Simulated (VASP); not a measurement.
Here is a VASP 6.6.1 calculation.

Contents of INCAR:

```
PREC = Accurate ; ENCUT = 520
EDIFF = 1E-6 ; ISMEAR = 0
SIGMA = 0.1 ; LREAL = F
LASPH = T ; NELM = 100
ALGO = Fast ; ISIF = 2
LWAVE = F ; LCHARG = F
GGA = PE ; NBANDS = 22
```

The input KPOINTS:

```
Automatic mesh
0
Gamma
  18 18 4
```

POSCAR

```
Al5Cu
1.0
    2.8133410942     -0.0000000286      0.0000000000
   -1.4066705224      2.4364248714      0.0000000000
    0.0000000000      0.0000000000     13.2543956337
Al Cu
5 1
Direct
    0.0000000000      0.0000000000      0.0000000000
    0.3333333333      0.6666666667      0.8256163573
    0.6666666667      0.3333333333      0.6515402523
    0.3333333333      0.6666666667      0.3484597477
    0.6666666667      0.3333333333      0.1743836427
    0.0000000000      0.0000000000      0.5000000000
```

Potentials or basis: VASP PAW PBE potentials, release 64 (Al, Cu).

Run with:

```console
$ cat potpaw_PBE.64/Al/POTCAR potpaw_PBE.64/Cu/POTCAR > POTCAR
$ mpirun -np 1 vasp_std > vasp.out
```

What does it give for the largest force?

0.019 eV/Å.

Estimate the band gap on the k mesh.

zero (band 13 reaches 11.07 eV, above the bottom of band 14 at 6.92 eV).

Stress tensor (GPa, compression positive):
```
2.83 0.00 0.00
0.00 2.83 0.00
0.00 0.00 2.92
```
